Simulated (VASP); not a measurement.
La:

```
CELL_PARAMETERS angstrom
3.75000 0.00000 0.00000
-1.87500 3.24760 0.00000
0.00000 0.00000 6.07000
ATOMIC_POSITIONS crystal
La 0.66667 0.33333 0.75000
La 0.33333 0.66667 0.25000
```

Base run:

| Item | Value |
| --- | --- |
| Program | VASP 6.6.1 |
| Functional | LDA |
| Potentials or basis | VASP PAW LDA potentials, release 64 (La) |
| Cutoff | 520 eV |
| k mesh | 8 × 8 × 5 |
| Occupations | gaussian, width 0.05 eV |
| Spin | no spin polarisation |

Its results: band gap on the k mesh zero (bands 11 and 12 overlap by 1.21 eV); pressure -2.9 GPa.

The run is repeated on the same cell with these changes: functional from LDA to PBE; potentials or basis from VASP PAW LDA potentials, release 64 (La) to VASP PAW PBE potentials, release 64 (La). What comes out?

Band gap on the k mesh zero (bands 11 and 12 overlap by 1.30 eV); pressure 0.7 GPa.

Caveats: spin-orbit coupling is left out, which moves the levels of the heavy elements.
